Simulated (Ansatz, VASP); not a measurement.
**Two plane-wave programs on Be3B2Cl3**

```xyz
8
Lattice="6.6275 0.0000 0.0000 -3.3138 5.7396 0.0000 0.0000 0.0000 4.9249" Properties=species:S:1:pos:R:3 pbc="T T T"
Be    3.3138    0.0000    2.4625
Be   -1.6569    2.8698    2.4625
Be    1.6569    2.8698    2.4625
B     0.0000    3.8264    0.0000
B     3.3138    1.9132    0.0000
Cl    3.3138    0.0000    0.0000
Cl   -1.6569    2.8698    0.0000
Cl    1.6569    2.8698    0.0000
```

Alike in both runs: functional PBE; k mesh 6 × 6 × 8; occupations gaussian, width 0.1 eV; no spin polarisation.

Ansatz relaxed the structure, and its values are those at the end. VASP's run is a single point on that final structure, the one shown.

|  | VASP | Ansatz |
| --- | --- | --- |
| version | VASP 6.6.1 | Ansatz 0.2.0 |
| potentials or method | VASP PAW PBE potentials, release 64 (Be, B, Cl), cutoff 520 eV | scalar-relativistic, plane waves, PAW |
| valence electrons in the cell | 33 | 33 |

Ansatz gave:

| Property | Result |
| --- | --- |
| gap on the k mesh at the Fermi level (eV) | none |
| pressure (GPa) | 0.0 |

Q: What did VASP give for the same quantities?

A: gap on the k mesh at the Fermi level (eV): none; pressure (GPa): 0.1.

A gap of «none» marks a metal or a gap that the smearing closes.
